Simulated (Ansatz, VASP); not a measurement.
AuS2 in VASP and in Ansatz

```
CELL_PARAMETERS angstrom
5.68502 0.00000 0.00000
0.00000 5.85812 0.00000
0.00000 0.00000 3.82645
ATOMIC_POSITIONS crystal
S 0.22500 0.82500 0.50000
S 0.72500 0.67500 0.00000
S 0.77500 0.17500 0.50000
S 0.27500 0.32500 0.00000
Au 0.50000 0.50000 0.50000
Au 0.00000 0.00000 0.00000
```

Alike in both runs: task relaxation of cell and atoms; functional PBE; k mesh 4 × 4 × 4; occupations gaussian, width 0.1 eV; no spin polarisation.

|  | VASP | Ansatz |
| --- | --- | --- |
| version | VASP 6.6.1 | Ansatz 0.2.0 |
| potentials or method | VASP PAW PBE potentials, release 64 (S, Au), cutoff 600 eV | scalar-relativistic, plane waves, PAW |
| valence electrons in the cell | 46 | 62 |

```csv
,VASP,Ansatz,Ansatz less VASP
"gap on the k mesh at the Fermi level, each at its own relaxed structure (eV)",none,none,-
relaxed volume (Å³/atom),23.80,23.70,-0.100
relaxed length of the cell vector where the two differ most in proportion (Å),7.945,7.853,-0.0915
```

A gap of «none» marks a metal or a gap that the smearing closes. VASP's potentials hold 46 valence electrons a cell and Ansatz's 62, so a difference there can come from the potentials and not from the codes.

The k mesh is coarse, so the values compare programs but aren't converged. Neither program's run includes spin-orbit coupling.
